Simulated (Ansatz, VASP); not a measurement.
# H2C18O in VASP and in Ansatz

```
C O H
1.0
     7.39800    0.00000    0.00000
    -3.69900    6.40686    0.00000
     0.00000    0.00000   13.00000
C O H
18 1 2
Direct
  0.00549 0.00330 0.05804
  0.22661 0.11392 0.05815
  0.00479 0.33573 0.05802
  0.22724 0.44687 0.05819
  0.00447 0.66964 0.05825
  0.22747 0.78118 0.05817
  0.33800 0.00234 0.05810
  0.56050 0.11367 0.05795
  0.33779 0.33633 0.05820
  0.56079 0.44779 0.05822
  0.33866 0.66988 0.05817
  0.55983 0.78036 0.05805
  0.67118 0.00303 0.05788
  0.89440 0.11464 0.05784
  0.67211 0.33669 0.05810
  0.89327 0.44722 0.05813
  0.67144 0.66894 0.05818
  0.89397 0.78023 0.05818
  0.68604 0.04580 0.31554
  0.66604 0.01589 0.24232
  0.68165 0.92310 0.34478
```

Alike in both runs: functional PBE; dispersion D3(BJ); k mesh 2 × 2 × 1; occupations fermi-dirac, width 0.05 eV; no spin polarisation.

Ansatz relaxed the structure, and its values are those at the end. VASP's run is a single point on that final structure, the one shown.

|  | VASP | Ansatz |
| --- | --- | --- |
| version | VASP 6.6.1 | Ansatz 0.2.0 |
| potentials or method | VASP PAW PBE potentials, release 64 (C_h, O_h, H_h), cutoff 910 eV | scalar-relativistic, plane waves, PAW |
| valence electrons in the cell | 80 | 80 |

```csv
,VASP,Ansatz,Ansatz less VASP
rms of the force components (eV/Å),0.005,0.005,-0.0005
```

Ansatz's warnings: xc potential rough in thin density.

The k mesh is coarse, so the values compare programs but aren't converged. Noted on VASP's run: the cutoff is under 1.25 times that of the potentials, so the pressure is a little rough.
